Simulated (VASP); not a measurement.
Set up this calculation in VASP 6.6.1, as the native input.

| Property | Result |
| --- | --- |
| Task | electric field gradients |
| Functional | PBEsol |
| Potentials or basis | VASP PAW PBE potentials, release 64 (Ta_pv, N) |
| Cutoff | 520 eV |
| k mesh | 9 × 9 × 5 |
| Occupations | fermi-dirac, width 0.01 eV |
| Spin | no spin polarisation |
| Dipole correction | no |
| Further INCAR settings | ALGO = Normal; EDIFF = 1e-08; NBANDS = 24 |

The structure of TaN lies in POSCAR:

```
TaN
1.0
    3.0480019786      0.0000000000      0.0000000000
   -1.5240009893      2.6396471442      0.0000000000
    0.0000000000      0.0000000000      4.9671800000
Ta N
2 2
Direct
    0.0000000000      0.0000000000      0.0000000000
    0.0000000000      0.0000000000      0.5000000000
    0.3333333333      0.6666666667      0.2500000000
    0.6666666667      0.3333333333      0.7500000000
```

This cell differs from its parent crystal: zz strain of +1 %.

These files were run (other wordings do the same):

INCAR

```
ALGO = Normal
EDIFF = 1E-8
ENCUT = 520
GGA = PS
GGA_COMPAT = F
ISIF = 2
ISMEAR = -1
LASPH = T
LCHARG = F
LEFG = T
LREAL = F
LWAVE = F
NBANDS = 24
NELM = 120
PREC = Accurate
SIGMA = 0.01
```

KPOINTS

```
k-points
0
Gamma
  9 9 5
```

Potentials or basis: VASP PAW PBE potentials, release 64 (Ta_pv, N).

Run with:

```console
$ cat potpaw_PBE.64/Ta_pv/POTCAR potpaw_PBE.64/N/POTCAR > POTCAR
$ mpirun -np 1 vasp_std > vasp.out
```

Results of the run:

| Property | Result |
| --- | --- |
| Pressure | 43.7 GPa |
| Band gap on the k mesh | zero (bands 16 and 17 overlap by 2.29 eV) |
| Largest electric field gradient by atom | Ta -186.6; N +3.5 V/Å² |

Caveat: the cell differs from its parent crystal (zz strain of +1 %); the cell stands under pressure; without QUAD_EFG the Cq values of the log hold for a quadrupole moment of 1 mb, not for the nuclei; the PAW data sets were made with another functional, which shifts forces and pressure a little; spin-orbit coupling is left out, which moves the levels of the heavy elements.

Run time: 58 s on 1 thread of Intel Xeon 8259CL, on a shared host, peak memory 0.18 GiB.
